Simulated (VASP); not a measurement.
## CoSi2: single point with PBEsol

Crystal: CoSi2.

```
CELL_PARAMETERS angstrom
0.00000 2.65625 2.65625
2.65625 0.00000 2.65625
2.65625 2.65625 0.00000
ATOMIC_POSITIONS crystal
Co 0.00000 0.00000 0.00000
Si 0.25000 0.25000 0.25000
Si 0.75000 0.75000 0.75000
```

* Program: VASP 6.6.1
* Task: single point
* Functional: PBEsol
* Potentials or basis: VASP PAW PBE potentials, release 64 (Co, Si)
* Cutoff: 520 eV
* k mesh: 14 × 14 × 14
* Occupations: gaussian, width 0.1 eV
* Spin: no spin polarisation
* Dipole correction: no
* Further INCAR settings: ALGO = Normal; EDIFF = 1e-07; NBANDS = 16

* Pressure: 0.1 GPa

Levels at points of the mesh, in eV from the Fermi level:
```csv
k point,band 7,band 8,band 9,band 10,band 11,band 12
"(0.00, 0.00, 0.00)",1.02,3.42,3.42,3.42,3.51,3.51
"(0.50, 0.00, 0.00)",-1.72,-0.49,-0.49,2.72,3.48,3.48
"(0.50, 0.50, 0.00)",-2.06,-2.02,-1.40,1.67,2.87,8.60
```

It took 98 s on 1 thread of Intel(R) Xeon(R) Platinum 8488C (Sapphire Rapids), with other jobs on the host, peak memory 0.19 GiB.

Caveat: the PAW data sets were made with another functional, which shifts forces and pressure a little. Spin polarisation is off, so any magnetic state and its effect on volume and gap are missing.
